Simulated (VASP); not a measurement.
# HC18N in VASP: a series of runs

The runs below take HC18N through single point, with PBE.

Everything below comes from runs of VASP 6.6.1. Logs are shortened: lines on timing, memory, paths and dates and some standing lists are left out, and cuts for length are marked.

## 1. The cell of the first run

The cell holds a slab with vacuum, 20 atoms: a = 7.398 Å, b = 7.398 Å, c = 12.000 Å, α = 90.00°, β = 90.00°, γ = 120.00°.

## 2. Single point, PBE

Contents of INCAR:

```
ALGO = Normal
EDIFF = 1E-6
ENCUT = 520
GGA = PE
ISIF = 2
ISMEAR = 0
LASPH = True
LCHARG = False
LREAL = Auto
LWAVE = False
NBANDS = 55
NELM = 80
PREC = Accurate
SIGMA = 0.05
```

Contents of KPOINTS:

```
k-points
0
Gamma
  2 2 1
```

Contents of POSCAR:

```
HC18N
1.0
    7.3980000000      0.0000000000      0.0000000000
   -3.6990000000      6.4068560000      0.0000000000
    0.0000000000      0.0000000000     12.0000000000
C N H
18 1 1
Direct
   -0.0226602918     -0.0181675692      0.0798103333
    0.2000066389      0.0987769976      0.1090344167
   -0.0143908435      0.3197306136      0.0788087500
    0.2085611798      0.4326981908      0.0789959167
   -0.0116915950      0.6534440606      0.0820533333
    0.2058245027      0.7621196731      0.0884628333
    0.3201125079     -0.0118371632      0.1078263333
    0.5435648645      0.1004573850      0.0870819167
    0.3211688447      0.3241700766      0.0841685000
    0.5386762083      0.4299790724      0.0806031667
    0.3182977175      0.6530544779      0.0805104167
    0.5411341725      0.7637409051      0.0790541667
    0.6515000158     -0.0136728530      0.0791950000
    0.8714096325      0.0957700626      0.0767317500
    0.6527583715      0.3179768673      0.0809105000
    0.8759696282      0.4303407163      0.0781735000
    0.6508614326      0.6530753930      0.0769623333
    0.8731140523      0.7652435141      0.0790615833
    0.2184186041      0.0489834640      0.2274390833
    0.3025623180      0.1943330707      0.2659489167
```

Potentials or basis: VASP PAW PBE potentials, release 64 (C, N, H).

Launch:

```console
$ cat potpaw_PBE.64/C/POTCAR potpaw_PBE.64/N/POTCAR potpaw_PBE.64/H/POTCAR > POTCAR
$ mpirun -np 1 vasp_std > vasp.out
```

OUTCAR:

```text
EDIFF = 1E-6
   ENCUT = 520
   GGA = PE
   ISIF = 2
   ISMEAR = 0
   LASPH = True
   LREAL = Auto
   NELM = 80
   PREC = Accurate

 ion  position               nearest neighbor table
   1  0.977  0.982  0.080-  18 1.39  14 1.41   2 1.47
   2  0.200  0.099  0.109-   1 1.47   9 1.48   7 1.48  19 1.49
   3  0.986  0.320  0.079-  16 1.41   4 1.43  14 1.44
   4  0.209  0.433  0.079-  11 1.41   9 1.42   3 1.43
   5  0.988  0.653  0.082-   6 1.40  16 1.43  18 1.45
   6  0.206  0.762  0.088-   5 1.40  11 1.42   7 1.47
   7  0.320  0.988  0.108-   8 1.45   6 1.47   2 1.48  19 1.78
   8  0.544  0.100  0.087-  15 1.40  13 1.43   7 1.45
   9  0.321  0.324  0.084-  10 1.39   4 1.42   2 1.48
  10  0.539  0.430  0.081-   9 1.39  17 1.43  15 1.45
  11  0.318  0.653  0.081-   4 1.41   6 1.42  12 1.43
  12  0.541  0.764  0.079-  17 1.41  13 1.43  11 1.43
  13  0.652  0.986  0.079-  14 1.41   8 1.43  12 1.43
  14  0.871  0.096  0.077-  13 1.41   1 1.41   3 1.44
  15  0.653  0.318  0.081-   8 1.40  16 1.43  10 1.45
  16  0.876  0.430  0.078-   3 1.41   5 1.43  15 1.43
  17  0.651  0.653  0.077-  12 1.41  18 1.42  10 1.43
  18  0.873  0.765  0.079-   1 1.39  17 1.42   5 1.45
  19  0.218  0.049  0.227-  20 1.04   2 1.49   7 1.78
  20  0.303  0.194  0.266-  19 1.04

  LATTYP: Found a hexagonal cell.
 ALAT       =     7.3980000000
 C/A-ratio  =     1.6220600162

  Lattice vectors:

 A1 = (   7.3980000000,   0.0000000000,   0.0000000000)
 A2 = (  -3.6990000000,   6.4068560000,   0.0000000000)
 A3 = (   0.0000000000,   0.0000000000,  12.0000000000)

Analysis of symmetry for initial positions (statically):
=====================================================================
 Subroutine PRICEL returns:
 Original cell was already a primitive cell.

 Routine SETGRP: Setting up the symmetry group for a
 hexagonal supercell.

 Subroutine GETGRP returns: Found  1 space group operations
 (whereof  1 operations were pure point group operations)
 out of a pool of 24 trial point group operations.

The static configuration has the point symmetry C_1 .

Analysis of symmetry for dynamics (positions and initial velocities):
=====================================================================
 Subroutine PRICEL returns:
 Original cell was already a primitive cell.

 Routine SETGRP: Setting up the symmetry group for a
 hexagonal supercell.

 Subroutine GETGRP returns: Found  1 space group operations
 (whereof  1 operations were pure point group operations)
 out of a pool of 24 trial point group operations.

The dynamic configuration has the point symmetry C_1 .

 Subroutine INISYM returns: Found  1 space group operations
 (whereof  1 operations are pure point group operations),
 and found     1 'primitive' translations

----------------------------------------------------------------------------------------

                                     Primitive cell

  volume of cell :     568.7750

  direct lattice vectors                    reciprocal lattice vectors
     7.398000000  0.000000000  0.000000000     0.135171668  0.078041398  0.000000000
    -3.699000000  6.406856000  0.000000000     0.000000000  0.156082796  0.000000000
     0.000000000  0.000000000 12.000000000     0.000000000  0.000000000  0.083333333

  length of vectors
     7.398000000  7.398000054 12.000000000     0.156082797  0.156082796  0.083333333

  position of ions in fractional coordinates (direct lattice)
     0.977339708  0.981832431  0.079810333
     0.200006639  0.098776998  0.109034417
     0.985609156  0.319730614  0.078808750
     0.208561180  0.432698191  0.078995917
     0.988308405  0.653444061  0.082053333
     0.205824503  0.762119673  0.088462833
[... 12 lines left out ...]
     0.218418604  0.048983464  0.227439083
     0.302562318  0.194333071  0.265948917

  ion indices of the primitive-cell ions
   primitive index   ion index
                 1           1
                 2           2
                 3           3
                 4           4
                 5           5
                 6           6
[... 12 lines left out ...]
                19          19
                20          20

----------------------------------------------------------------------------------------

 KPOINTS: k-points

Automatic generation of k-mesh.
 Grid dimensions read from file:
 generate k-points for:    2    2    1

 Generating k-lattice:

  Cartesian coordinates                     Fractional coordinates (reciprocal lattice)
     0.067585834  0.039020699  0.000000000     0.500000000  0.000000000  0.000000000
     0.000000000  0.078041398  0.000000000     0.000000000  0.500000000  0.000000000
     0.000000000  0.000000000  0.083333333     0.000000000  0.000000000  1.000000000

  Length of vectors
     0.078041399  0.078041398  0.083333333

  Shift w.r.t. Gamma in fractional coordinates (k-lattice)
     0.000000000  0.000000000  0.000000000

 Subroutine IBZKPT returns following result:
 ===========================================

 Found      4 irreducible k-points:

 Following reciprocal coordinates:
            Coordinates               Weight
  0.000000  0.000000  0.000000      1.000000
  0.500000  0.000000  0.000000      1.000000
  0.000000  0.500000  0.000000      1.000000
  0.500000  0.500000  0.000000      1.000000
   k-points           NKPTS =      4   k-points in BZ     NKDIM =      4   number of bands    NBANDS=     55
   number of dos      NEDOS =    301   number of ions     NIONS =     20
   total plane-waves  NPLWV = 282240
   dimension x,y,z NGX =    56 NGY =   56 NGZ =   90
   dimension x,y,z NGXF=   112 NGYF=  112 NGZF=  180
   ions per type =              18   1   1
   NGX,Y,Z   is equivalent  to a cutoff of  12.58, 12.58, 12.47 a.u.
   NGXF,Y,Z  is equivalent  to a cutoff of  25.17, 25.17, 24.94 a.u.
 SYSTEM =  unknown system
   PREC   = accura    normal or accurate (medium, high low for compatibility)
   ISTART =      0    job   : 0-new  1-cont  2-samecut
   ICHARG =      2    charge: 1-file 2-atom 10-const
   ISPIN  =      1    spin polarized calculation?
   LNONCOLLINEAR =      F non collinear calculations
   LSORBIT =      F    spin-orbit coupling
   LASPH  =      T    aspherical Exc in radial PAW
   ENCUT  =  520.0 eV  38.22 Ry    6.18 a.u.  13.76 13.76 22.31*2*pi/ulx,y,z
   NELM   =     80;   NELMIN=  2; NELMDL= -5     # of ELM steps
   EDIFF  = 0.1E-05   stopping-criterion for ELM
   LREAL  =      T    real-space projection
   EDIFFG = 0.1E-04   stopping-criterion for IOM
   NSW    =      0    number of steps for IOM
   IBRION =     -1    ionic relax: 0-MD 1-quasi-New 2-CG
   NFREE  =      0    steps in history (QN), initial steepest desc. (CG)
   ISIF   =      2    stress and relaxation
   ISYM   =      2    0-nonsym 1-usesym 2-fastsym
   POTIM  = 0.5000    time-step for ionic-motion
   TEBEG  =    0.0;   TEEND  =   0.0 temperature during run
   PSTRESS=    0.0 pullay stress
   NELECT =      78.0000    total number of electrons
   NUPDOWN=      -1.0000    fix difference up-down
   EMIN   =  10.00;   EMAX   =-10.00  energy-range for DOS
   EFERMI =   0.00;   METHOD = LEGACY
   ISMEAR =     0;   SIGMA  =   0.05  broadening in eV -4-tet -1-fermi 0-gaus
   EFERMI_NEDOS =   21; number of points for ismear=-14 and -15
   IALGO  =     38    algorithm
   IMIX   =      4    mixing-type and parameters
     AMIX     =   0.40;   BMIX     =  1.00
     AMIX_MAG =   1.60;   BMIX_MAG =  1.00
  volume/ion in A,a.u.               =      28.44       191.91
  Fermi-wavevector in a.u.,A,eV,Ry     =   0.844228  1.595359  9.697146  0.712720
  Thomas-Fermi vector in A             =   1.959222
   LORBIT       =      0    0 simple, 1 ext, 2 COOP (PROOUT), +10 PAW based schemes
   GGA     = PE    functional components
   LHFCALC =     F    Hartree Fock is set to
   AEXX    =    0.0000 exact exchange contribution
   IVDW    =     0    specifies the selected vdW correction
   LEPSILON=     F    determine dielectric tensor
   LRPA    =     F    only Hartree local field effects (RPA)
 non-spin polarized calculation
 Gauss-broadening in eV      SIGMA  =   0.05
  energy-cutoff  :      520.00
  volume of cell :      568.78
 maximum number of plane-waves:     15363
 NGX is ok and might be reduce to    56
   NGX = 27   NGY = 27   NGZ = 45

 number of electron      77.9999998 magnetization

 Free energy of the ion-electron system (eV)
  ---------------------------------------------------
  ext. energy  EPLUGINS =         0.00000000
  ---------------------------------------------------
  free energy    TOTEN  =      -174.37978398 eV

  energy without entropy =     -174.37975180  energy(sigma->0) =     -174.37976789

 E-fermi :  -1.6478     XC(G=0):  -3.8606

 val. band max:       -1.7710701516   @ k =   0.0000   0.0000   0.0000
 cond. band min:      -1.5244383616   @ k =   0.0000   0.0000   0.0000
 fundamental gap:      0.2466317900
 Fermi energy:        -1.6477542577

 k-point     1 :       0.0000    0.0000    0.0000
  band No.  band energies     occupation
      1     -21.8206      2.00000
      2     -20.3352      2.00000
      3     -18.7600      2.00000
      4     -18.7291      2.00000
      5     -18.6753      2.00000
      6     -18.6212      2.00000
[... 43 lines left out ...]
     50       3.6075      0.00000
     51       4.4592      0.00000

 k-point     2 :       0.5000    0.0000    0.0000
  band No.  band energies     occupation
      1     -21.6322      2.00000
      2     -20.5843      2.00000
      3     -19.8813      2.00000
      4     -19.2645      2.00000
      5     -18.3028      2.00000
      6     -16.8583      2.00000
[... 43 lines left out ...]
     50       4.1233      0.00000
     51       4.2172      0.00000

 k-point     3 :       0.0000    0.5000    0.0000
  band No.  band energies     occupation
      1     -21.6315      2.00000
      2     -20.5824      2.00000
      3     -19.8853      2.00000
      4     -19.2783      2.00000
      5     -18.2746      2.00000
      6     -16.8507      2.00000
[... 43 lines left out ...]
     50       4.1643      0.00000
     51       4.2357      0.00000

 k-point     4 :       0.5000    0.5000    0.0000
  band No.  band energies     occupation
      1     -21.6252      2.00000
      2     -20.6141      2.00000
      3     -19.8230      2.00000
      4     -19.3540      2.00000
      5     -18.1791      2.00000
      6     -16.9413      2.00000
[... 43 lines left out ...]
     50       4.1674      0.00000
     51       4.2560      0.00000
 [bands above 51 left out]

------------------------ aborting loop because EDIFF is reached ----------------------------------------

  FORCE on cell =-STRESS in cart. coord.  units (eV):
  Direction    XX          YY          ZZ          XY          YZ          ZX
  --------------------------------------------------------------------------------------
  -------------------------------------------------------------------------------------
  Total        4.7175065      2.0660801     -1.1647908     -0.0989569     -1.4261836      3.2205933
  in kB       13.2887018      5.8199224     -3.2810887     -0.2787507     -4.0174039      9.0720603
  external PRESSURE =       5.2758452 kB  Pullay stress =       0.0000000 kB

 VOLUME and BASIS-vectors are now :
 -----------------------------------------------------------------------------
  energy-cutoff  :      520.00
  volume of cell :      568.78
      direct lattice vectors                 reciprocal lattice vectors
     7.398000000  0.000000000  0.000000000     0.135171668  0.078041398  0.000000000
    -3.699000000  6.406856000  0.000000000     0.000000000  0.156082796  0.000000000
     0.000000000  0.000000000 12.000000000     0.000000000  0.000000000  0.083333333

 POSITION                                       TOTAL-FORCE (eV/Angst)
 -----------------------------------------------------------------------------------
      3.59856      6.29046      0.95772        -0.122863     -0.018027     -0.242526
      1.11427      0.63285      1.30841        -0.282522      0.106841     -0.274229
      6.10885      2.04847      0.94571        -0.060092      0.038439     -0.028902
     -0.05761      2.77223      0.94795        -0.090492      0.067623     -0.054060
      4.89442      4.18652      0.98464        -0.026369      0.041525      0.039765
     -1.29639      4.88279      1.06155        -0.099973      0.003463      0.260233
[... 12 lines left out ...]
      1.43467      0.31383      2.72927         0.698033     -0.359349     -0.360846
      1.51952      1.24506      3.19139         0.957688     -0.387055     -0.275972
 -----------------------------------------------------------------------------------
    total drift:                                0.010755     -0.003998      0.026561

  FREE ENERGIE OF THE ION-ELECTRON SYSTEM (eV)
  ---------------------------------------------------
  free  energy   TOTEN  =      -174.3797839839 eV

  energy  without entropy=     -174.3797517975  energy(sigma->0) =     -174.37976789
```

It took 2.8 min on 1 thread of Intel Xeon 6975P-C (Granite Rapids), shared host; peak memory 0.6 GiB.

What came out:

```yaml
Free_energy: -174.3798 eV
Largest_force: 1.069 eV/Å
Band_gap_on_the_k_mesh: 0.25 eV, direct
```

Forces on the atoms (eV/Å):
```
C   -0.123 -0.018 -0.243
C   -0.283  0.107 -0.274
C   -0.060  0.038 -0.029
C   -0.090  0.068 -0.054
C   -0.026  0.042  0.040
C   -0.100  0.003  0.260
C   -0.128  0.091  0.761
C   -0.057  0.090  0.253
C   -0.071  0.058 -0.092
C   -0.095  0.024  0.023
C   -0.086  0.047  0.086
C   -0.072  0.028  0.028
C   -0.089  0.053  0.058
C   -0.115  0.005 -0.114
C   -0.049  0.005  0.052
C   -0.035  0.017 -0.028
C   -0.091  0.033 -0.034
C   -0.083  0.057 -0.057
N    0.698 -0.359 -0.361
H    0.958 -0.387 -0.276
```

Levels at points of the mesh, in eV from the valence-band top:
| k point | band 37 | band 38 | band 39 | band 40 | band 41 | band 42 |
| --- | --- | --- | --- | --- | --- | --- |
| (0.00, 0.00, 0.00) | -2.26 | -1.04 | 0.00 | 0.25 | 1.10 | 2.64 |
| (0.50, 0.00, 0.00) | -2.32 | -2.09 | -1.13 | 0.96 | 2.08 | 2.57 |
| (0.00, 0.50, 0.00) | -2.36 | -1.97 | -1.13 | 0.93 | 2.04 | 2.58 |
| (0.50, 0.50, 0.00) | -2.42 | -2.05 | -0.68 | 0.35 | 2.15 | 2.58 |

Caveat: the k points lie up to 0.49 Å⁻¹ apart.

## 3. Single point, PBE

Contents of INCAR:

```
PREC = Accurate ; ENCUT = 520
EDIFF = 1E-6 ; ISMEAR = 0
SIGMA = 0.05 ; LREAL = Auto
LASPH = True ; NELM = 80
ALGO = Normal ; ISIF = 2
LWAVE = False ; LCHARG = False
GGA = PE ; NBANDS = 55
```

Contents of KPOINTS:

```
regular mesh
0
Gamma
  2 2 1
```

Contents of POSCAR:

```
HC18N
1.0
    7.3980000000      0.0000000000      0.0000000000
   -3.6990000000      6.4068560000      0.0000000000
    0.0000000000      0.0000000000     12.0000000000
C N H
18 1 1
Direct
   -0.0163836476     -0.0139943835      0.0863435000
    0.2082335443      0.1001797137      0.0993336667
   -0.0137144665      0.3221022917      0.0816502500
    0.2088383206      0.4333233024      0.0792878333
   -0.0111544969      0.6555344774      0.0816750000
    0.2056501612      0.7608377650      0.0843754167
    0.3249528748     -0.0127098221      0.1083438333
    0.5495470500      0.1038780956      0.0872127500
    0.3221378086      0.3247641277      0.0830515000
    0.5403937877      0.4335621091      0.0808522500
    0.3186658820      0.6535845351      0.0803108333
    0.5420570183      0.7663484243      0.0830422500
    0.6554725263     -0.0103501624      0.0851097500
    0.8752179461      0.0993182928      0.0836928333
    0.6543660632      0.3210303150      0.0829053333
    0.8764501543      0.4325642718      0.0805226667
    0.6524810535      0.6563614041      0.0805296667
    0.8752731729      0.7683846804      0.0828463333
    0.2953291675      0.0272022658      0.2251156667
    0.4036062059      0.1782954073      0.2446312500
```

Potentials or basis: VASP PAW PBE potentials, release 64 (C, N, H).

Launch:

```console
$ cat potpaw_PBE.64/C/POTCAR potpaw_PBE.64/N/POTCAR potpaw_PBE.64/H/POTCAR > POTCAR
$ mpirun -np 1 vasp_std > vasp.out
```

It took 2.8 min on 1 thread of Intel Xeon 6975P-C (Granite Rapids), shared host; peak memory 0.59 GiB.

It converged, with:

```yaml
Free_energy: -174.4608 eV
Largest_force: 2.434 eV/Å
Band_gap_on_the_k_mesh: 0.25 eV, direct
```

Forces on the atoms (eV/Å):
```
C    0.083 -0.120  0.204
C    0.237 -0.118  1.001
C    0.041 -0.007 -0.022
C    0.093  0.014  0.031
C    0.118  0.068  0.046
C    0.035  0.003  0.007
C    0.548 -0.038 -0.022
C    0.270  0.095 -0.852
C    0.147  0.115  0.216
C   -0.080 -0.011  0.027
C    0.131 -0.055 -0.047
C    0.012 -0.069 -0.034
C    0.107  0.103 -0.272
C    0.078 -0.005 -0.045
C    0.168 -0.110 -0.166
C    0.092 -0.021 -0.055
C   -0.033 -0.006 -0.004
C    0.014  0.057  0.007
N   -2.432  0.033 -0.096
H    0.370  0.072  0.074
```

Levels at points of the mesh, in eV from the valence-band top:
```tsv
k point	band 35	band 36	band 37	band 38	band 39	band 40	band 41	band 42	band 43	band 44
(0.00, 0.00, 0.00)	-3.07	-2.73	-1.99	-0.94	0.00	0.25	1.18	2.71	3.48	4.55
(0.50, 0.00, 0.00)	-2.71	-2.54	-2.34	-2.03	-0.96	1.01	2.13	2.62	2.64	3.30
(0.00, 0.50, 0.00)	-2.79	-2.54	-2.31	-2.06	-0.94	0.98	2.10	2.61	2.65	3.33
(0.50, 0.50, 0.00)	-2.67	-2.59	-2.39	-2.10	-0.50	0.42	2.21	2.61	2.89	3.21
```

Caveat: the k points lie up to 0.49 Å⁻¹ apart.

(Continued in part 2 of 2.)
